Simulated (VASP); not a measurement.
# MgS (Pm-3m) in VASP: further runs

The runs below take MgS through single point, with LDA.

All numbers are computed with VASP 6.6.1; they aren't measurements. Logs are shortened: lines on timing, memory, paths and dates and some standing lists are left out, and cuts for length are marked.

### 1 The cell of the first run

It takes space group Pm-3m (No. 221, cubic). Conventional cell: a = 3.207 Å, b = 3.207 Å, c = 3.207 Å, α = 90.00°, β = 90.00°, γ = 90.00°. Mg (site symmetry m-3m) has 8 S at 2.78 Å and 6 Mg at 3.21 Å within 3.7 Å. Within 3.7 Å of S (site symmetry m-3m) lie 8 Mg at 2.78 Å and 6 S at 3.21 Å.

### 2 Single point, LDA

The input, INCAR:

```
PREC = Accurate
ENCUT = 600
EDIFF = 1E-6
ISMEAR = 0
SIGMA = 0.05
LREAL = F
LASPH = T
NELM = 120
ALGO = Normal
ISIF = 2
LWAVE = F
LCHARG = F
NBANDS = 11
GGA_COMPAT = F
```

The input, KPOINTS:

```
Automatic mesh
0
Gamma
  6 6 6
```

The input, POSCAR:

```
MgS
1.0
    3.2072332214      0.0000000000      0.0000000000
    0.0000000000      3.2072332214      0.0000000000
    0.0000000000      0.0000000000      3.2072332214
Mg S
1 1
Direct
    0.0000000000      0.0000000000      0.0000000000
    0.5000000000      0.5000000000      0.5000000000
```

Potentials or basis: VASP PAW LDA potentials, release 64 (Mg, S).

Command:

```
$ cat potpaw_LDA.64/Mg/POTCAR potpaw_LDA.64/S/POTCAR > POTCAR
$ mpirun -np 1 vasp_std > vasp.out
```

OUTCAR:

```text
PREC = Accurate
   ENCUT = 600
   EDIFF = 1E-6
   ISMEAR = 0
   LREAL = F
   LASPH = T
   NELM = 120
   ISIF = 2

 ion  position               nearest neighbor table
   1  0.000  0.000  0.000-   2 2.78   2 2.78   2 2.78   2 2.78   2 2.78   2 2.78   2 2.78   2 2.78

   2  0.500  0.500  0.500-   1 2.78   1 2.78   1 2.78   1 2.78   1 2.78   1 2.78   1 2.78   1 2.78

  LATTYP: Found a simple cubic cell.
 ALAT       =     3.2072332214

  Lattice vectors:

 A1 = (   3.2072332214,   0.0000000000,   0.0000000000)
 A2 = (   0.0000000000,   3.2072332214,   0.0000000000)
 A3 = (   0.0000000000,   0.0000000000,   3.2072332214)

Analysis of symmetry for initial positions (statically):
=====================================================================
 Subroutine PRICEL returns:
 Original cell was already a primitive cell.

 Routine SETGRP: Setting up the symmetry group for a
 simple cubic supercell.

 Subroutine GETGRP returns: Found 48 space group operations
 (whereof 48 operations were pure point group operations)
 out of a pool of 48 trial point group operations.

The static configuration has the point symmetry O_h .

Analysis of symmetry for dynamics (positions and initial velocities):
=====================================================================
 Subroutine PRICEL returns:
 Original cell was already a primitive cell.

 Routine SETGRP: Setting up the symmetry group for a
 simple cubic supercell.

 Subroutine GETGRP returns: Found 48 space group operations
 (whereof 48 operations were pure point group operations)
 out of a pool of 48 trial point group operations.

The dynamic configuration has the point symmetry O_h .

 Subroutine INISYM returns: Found 48 space group operations
 (whereof 48 operations are pure point group operations),
 and found     1 'primitive' translations

----------------------------------------------------------------------------------------

                                     Primitive cell

  volume of cell :      32.9907

  direct lattice vectors                    reciprocal lattice vectors
     3.207233221  0.000000000  0.000000000     0.311795224  0.000000000  0.000000000
     0.000000000  3.207233221  0.000000000     0.000000000  0.311795224  0.000000000
     0.000000000  0.000000000  3.207233221     0.000000000  0.000000000  0.311795224

  length of vectors
     3.207233221  3.207233221  3.207233221     0.311795224  0.311795224  0.311795224

  position of ions in fractional coordinates (direct lattice)
     0.000000000  0.000000000  0.000000000
     0.500000000  0.500000000  0.500000000

  ion indices of the primitive-cell ions
   primitive index   ion index
                 1           1
                 2           2

----------------------------------------------------------------------------------------

 KPOINTS: Automatic mesh

Automatic generation of k-mesh.
 Grid dimensions read from file:
 generate k-points for:    6    6    6

 Generating k-lattice:

  Cartesian coordinates                     Fractional coordinates (reciprocal lattice)
     0.051965871  0.000000000  0.000000000     0.166666667  0.000000000  0.000000000
     0.000000000  0.051965871  0.000000000     0.000000000  0.166666667  0.000000000
     0.000000000  0.000000000  0.051965871     0.000000000  0.000000000  0.166666667

  Length of vectors
     0.051965871  0.051965871  0.051965871

  Shift w.r.t. Gamma in fractional coordinates (k-lattice)
     0.000000000  0.000000000  0.000000000

 Subroutine IBZKPT returns following result:
 ===========================================

 Found     20 irreducible k-points:

 Following reciprocal coordinates:
            Coordinates               Weight
  0.000000  0.000000  0.000000      1.000000
  0.166667  0.000000  0.000000      6.000000
  0.333333  0.000000  0.000000      6.000000
  0.500000  0.000000  0.000000      3.000000
  0.166667  0.166667  0.000000     12.000000
  0.333333  0.166667  0.000000     24.000000
[... 12 lines left out ...]
  0.500000  0.500000  0.333333      6.000000
  0.500000  0.500000  0.500000      1.000000
   k-points           NKPTS =     20   k-points in BZ     NKDIM =     20   number of bands    NBANDS=     11
   number of dos      NEDOS =    301   number of ions     NIONS =      2
   total plane-waves  NPLWV =  21952
   dimension x,y,z NGX =    28 NGY =   28 NGZ =   28
   dimension x,y,z NGXF=    56 NGYF=   56 NGZF=   56
   ions per type =               1   1
   NGX,Y,Z   is equivalent  to a cutoff of  14.51, 14.51, 14.51 a.u.
   NGXF,Y,Z  is equivalent  to a cutoff of  29.03, 29.03, 29.03 a.u.
 SYSTEM =  unknown system
   PREC   = accura    normal or accurate (medium, high low for compatibility)
   ISTART =      0    job   : 0-new  1-cont  2-samecut
   ICHARG =      2    charge: 1-file 2-atom 10-const
   ISPIN  =      1    spin polarized calculation?
   LNONCOLLINEAR =      F non collinear calculations
   LSORBIT =      F    spin-orbit coupling
   LASPH  =      T    aspherical Exc in radial PAW
   ENCUT  =  600.0 eV  44.10 Ry    6.64 a.u.   6.41  6.41  6.41*2*pi/ulx,y,z
   NELM   =    120;   NELMIN=  2; NELMDL= -5     # of ELM steps
   EDIFF  = 0.1E-05   stopping-criterion for ELM
   LREAL  =      F    real-space projection
   EDIFFG = 0.1E-04   stopping-criterion for IOM
   NSW    =      0    number of steps for IOM
   IBRION =     -1    ionic relax: 0-MD 1-quasi-New 2-CG
   NFREE  =      0    steps in history (QN), initial steepest desc. (CG)
   ISIF   =      2    stress and relaxation
   ISYM   =      2    0-nonsym 1-usesym 2-fastsym
   POTIM  = 0.5000    time-step for ionic-motion
   TEBEG  =    0.0;   TEEND  =   0.0 temperature during run
   PSTRESS=    0.0 pullay stress
   NELECT =       8.0000    total number of electrons
   NUPDOWN=      -1.0000    fix difference up-down
   EMIN   =  10.00;   EMAX   =-10.00  energy-range for DOS
   EFERMI =   0.00;   METHOD = LEGACY
   ISMEAR =     0;   SIGMA  =   0.05  broadening in eV -4-tet -1-fermi 0-gaus
   EFERMI_NEDOS =   21; number of points for ismear=-14 and -15
   IALGO  =     38    algorithm
   IMIX   =      4    mixing-type and parameters
     AMIX     =   0.40;   BMIX     =  1.00
     AMIX_MAG =   1.60;   BMIX_MAG =  1.00
  volume/ion in A,a.u.               =      16.50       111.32
  Fermi-wavevector in a.u.,A,eV,Ry     =   1.020879  1.929182 14.179910  1.042194
  Thomas-Fermi vector in A             =   2.154473
   LORBIT       =      0    0 simple, 1 ext, 2 COOP (PROOUT), +10 PAW based schemes
   GGA     = CA    functional components
   LHFCALC =     F    Hartree Fock is set to
   AEXX    =    0.0000 exact exchange contribution
   IVDW    =     0    specifies the selected vdW correction
   LEPSILON=     F    determine dielectric tensor
   LRPA    =     F    only Hartree local field effects (RPA)
 non-spin polarized calculation
 Gauss-broadening in eV      SIGMA  =   0.05
  energy-cutoff  :      600.00
  volume of cell :       32.99
 maximum number of plane-waves:      1141
 NGX is ok and might be reduce to    28
   NGX = 13   NGY = 13   NGZ = 13

 number of electron       8.0000001 magnetization

 Free energy of the ion-electron system (eV)
  ---------------------------------------------------
  ext. energy  EPLUGINS =         0.00000000
  ---------------------------------------------------
  free energy    TOTEN  =        -8.35443331 eV

  energy without entropy =       -8.35286612  energy(sigma->0) =       -8.35364971

 E-fermi :   5.7483     XC(G=0): -10.3361

 val. band max:        5.7483409693   @ k =   0.5000   0.3333   0.0000
 cond. band min:       5.9752181947   @ k =   0.5000   0.5000   0.0000
 fundamental gap:      0.2268772254
 Fermi energy:         5.7483409693

 k-point     1 :       0.0000    0.0000    0.0000
  band No.  band energies     occupation
      1      -8.5642      2.00000
      2       4.3802      2.00000
      3       4.3802      2.00000
      4       4.3802      2.00000
      5       6.8117      0.00000
      6       9.9354      0.00000
      7       9.9354      0.00000
      8      18.5943      0.00000
      9      18.5943      0.00000
     10      18.5943      0.00000
     11      19.2010      0.00000

 k-point     2 :       0.1667    0.0000    0.0000
  band No.  band energies     occupation
      1      -8.3061      2.00000
      2       2.2632      2.00000
      3       4.5538      2.00000
      4       4.5538      2.00000
      5       7.8328      0.00000
      6      10.3237      0.00000
      7      11.6995      0.00000
      8      16.2390      0.00000
      9      16.2390      0.00000
     10      17.6845      0.00000
     11      19.5264      0.00000

 k-point     3 :       0.3333    0.0000    0.0000
  band No.  band energies     occupation
      1      -7.6722      2.00000
      2      -0.2194      2.00000
      3       4.9503      2.00000
      4       4.9503      2.00000
      5       8.9481      0.00000
      6      11.4661      0.00000
      7      13.0111      0.00000
      8      14.0656      0.00000
      9      14.0656      0.00000
     10      16.4138      0.00000
     11      18.7737      0.00000

 k-point     4 :       0.5000    0.0000    0.0000
  band No.  band energies     occupation
      1      -7.2553      2.00000
      2      -1.2898      2.00000
      3       5.1823      2.00000
      4       5.1823      2.00000
      5       9.7458      0.00000
      6      12.2960      0.00000
      7      12.8286      0.00000
      8      13.2082      0.00000
      9      13.2082      0.00000
     10      14.2836      0.00000
     11      21.0992      0.00000
[... 183 lines left out ...]
 k-point    18 :       0.5000    0.3333    0.3333
  band No.  band energies     occupation
      1      -5.7826      2.00000
      2       0.8217      2.00000
      3       2.0848      2.00000
      4       2.3599      2.00000
      5       7.4393      0.00000
      6       7.9426      0.00000
      7       9.4062      0.00000
      8      13.9560      0.00000
      9      18.7105      0.00000
     10      19.3547      0.00000
     11      20.8231      0.00000

 k-point    19 :       0.5000    0.5000    0.3333
  band No.  band energies     occupation
      1      -5.4699      2.00000
      2       1.3200      2.00000
      3       1.3200      2.00000
      4       2.6263      2.00000
      5       6.4740      0.00000
      6       8.3617      0.00000
      7       8.3617      0.00000
      8      12.6539      0.00000
      9      19.5155      0.00000
     10      21.5320      0.00000
     11      21.5320      0.00000

 k-point    20 :       0.5000    0.5000    0.5000
  band No.  band energies     occupation
      1      -5.1676      2.00000
      2       1.7552      2.00000
      3       1.7552      2.00000
      4       1.7552      2.00000
      5       7.2307      0.00000
      6       7.2307      0.00000
      7       7.2307      0.00000
      8      11.2245      0.00000
      9      22.6767      0.00000
     10      22.6767      0.00000
     11      22.6767      0.00000

------------------------ aborting loop because EDIFF is reached ----------------------------------------

  FORCE on cell =-STRESS in cart. coord.  units (eV):
  Direction    XX          YY          ZZ          XY          YZ          ZX
  --------------------------------------------------------------------------------------
  -------------------------------------------------------------------------------------
  Total       -0.1142707     -0.1142707     -0.1142707      0.0000000      0.0000000      0.0000000
  in kB       -5.5494984     -5.5494984     -5.5494984      0.0000000      0.0000000      0.0000000
  external PRESSURE =      -5.5494984 kB  Pullay stress =       0.0000000 kB

 VOLUME and BASIS-vectors are now :
 -----------------------------------------------------------------------------
  energy-cutoff  :      600.00
  volume of cell :       32.99
      direct lattice vectors                 reciprocal lattice vectors
     3.207233221  0.000000000  0.000000000     0.311795224  0.000000000  0.000000000
     0.000000000  3.207233221  0.000000000     0.000000000  0.311795224  0.000000000
     0.000000000  0.000000000  3.207233221     0.000000000  0.000000000  0.311795224

 POSITION                                       TOTAL-FORCE (eV/Angst)
 -----------------------------------------------------------------------------------
      0.00000      0.00000      0.00000         0.000000      0.000000      0.000000
      1.60362      1.60362      1.60362         0.000000      0.000000      0.000000
 -----------------------------------------------------------------------------------
    total drift:                               -0.000000      0.000000      0.000000

  FREE ENERGIE OF THE ION-ELECTRON SYSTEM (eV)
  ---------------------------------------------------
  free  energy   TOTEN  =        -8.3544333087 eV

  energy  without entropy=       -8.3528661154  energy(sigma->0) =       -8.35364971
```

It took 4.5 s on 1 thread of Intel Xeon 6975P-C (Granite Rapids), shared host; peak memory 0.14 GiB.

What came out:

| Property | Result |
| --- | --- |
| Free energy | -8.3544 eV |
| Pressure | -0.6 GPa |
| Band gap on the k mesh | zero (bands 4 and 5 overlap by 0.23 eV) |

Levels at points of the mesh, in eV from the Fermi level:
```csv
k point,band 1,band 2,band 3,band 4,band 5,band 6,band 7,band 8,band 9
"(0.00, 0.00, 0.00)",-14.31,-1.37,-1.37,-1.37,1.06,4.19,4.19,12.85,12.85
"(0.50, 0.00, 0.00)",-13.00,-7.04,-0.57,-0.57,4.00,6.55,7.08,7.46,7.46
"(0.50, 0.50, 0.00)",-11.92,-5.33,-5.33,-0.58,0.23,7.70,8.64,8.64,9.08
"(0.50, 0.50, 0.50)",-10.92,-3.99,-3.99,-3.99,1.48,1.48,1.48,5.48,16.93
```

Caveat: semilocal functionals underestimate gaps, so a narrow gap can read as zero.

(Part 1 of 2 ends here.)
